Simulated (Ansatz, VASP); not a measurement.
## One calculation of CaS, two programs

Contents of POSCAR:

```
CaS
1.0
    0.0000000000      2.8479335931      2.8479335931
    2.8479335931      0.0000000000      2.8479335931
    2.8479335931      2.8479335931      0.0000000000
Ca S
1 1
Direct
    0.0000000000      0.0000000000      0.0000000000
    0.5000000000      0.5000000000      0.5000000000
```

The input INCAR.step1:

```
SYSTEM = CaS
  PREC = Accurate
  ENCUT = 400
  EDIFF = 1E-5
  ISMEAR = 0
  SIGMA = 0.01
  LREAL = .False.
  LASPH = .True.
  NELM = 120
  ALGO = Normal
  ISIF = 2
  LWAVE = .True.
  GGA = PE
  NBANDS = 15
  GGA_COMPAT = .False.
```

File INCAR.step2:

```
SYSTEM = CaS
  PREC = Accurate
  ENCUT = 400
  EDIFF = 1E-6
  ISMEAR = 0
  SIGMA = 0.01
  LREAL = .False.
  LASPH = .True.
  NELM = 120
  ALGO = Normal
  ISIF = 2
  LWAVE = .False.
  LCHARG = .True.
  GGA = PE
  LHFCALC = .True.
  AEXX = 1.0
  ALDAC = 0.0
  AGGAC = 0.0
  PRECFOCK = Normal
  LELF = .True.
  LVHAR = .True.
  ISTART = 1
  NBANDS = 15
  GGA_COMPAT = .False.
```

KPOINTS

```
regular mesh
0
Gamma
  6 6 6
  0 0 0
```

Input for Ansatz:

```yaml
crystal:
  lattice:
    - [0.0, 2.8479335931, 2.8479335931]
    - [2.8479335931, 0.0, 2.8479335931]
    - [2.8479335931, 2.8479335931, 0.0]
  atoms:
    - { symbol: Ca, position: [0.0, 0.0, 0.0] }
    - { symbol: S, position: [0.5, 0.5, 0.5] }
kpoints:
  mp_grid: { grid: [6, 6, 6] }
  band_path:
    path:
      - [0.0, 0.0, 0.0]
      - [0.5, 0.0, 0.5]
      - [0.625, 0.25, 0.625]
      - [0.375, 0.375, 0.75]
      - [0.5, 0.5, 0.5]
      - [0.5, 0.25, 0.75]
      - [0.0, 0.5, 0.5]
    npoints: 1
hamiltonian:
  xc: hf
scf:
  occupations: { method: fixed }
  n_extra_bands: 4
output:
  forces: true
  stress: true
  eigenvalues: true
```

Alike in both runs: task single point; functional HF; k mesh 6 × 6 × 6; no spin polarisation.

|  | VASP | Ansatz |
| --- | --- | --- |
| version | VASP 6.6.1 | Ansatz 0.2.0 |
| potentials or method | VASP PAW PBE potentials, release 64 (Ca_sv, S) | plane waves, PAW |
| plane-wave cutoff (eV) | 400 | 420 |
| occupations | gaussian, width 0.01 eV | fixed |
| valence electrons in the cell | 16 | 16 |

Ansatz gave:

| Item | Value |
| --- | --- |
| gap on the k mesh at the Fermi level (eV) | 9.89 |
| pressure (GPa) | 6.0 |

Q: What did VASP give for the same quantities?

A: gap on the k mesh at the Fermi level (eV): 9.91; pressure (GPa): 6.1.

VASP's potentials were made for PBE, not for HF. Ansatz's warnings: stress exchange threshold loose, stress scf threshold loose.
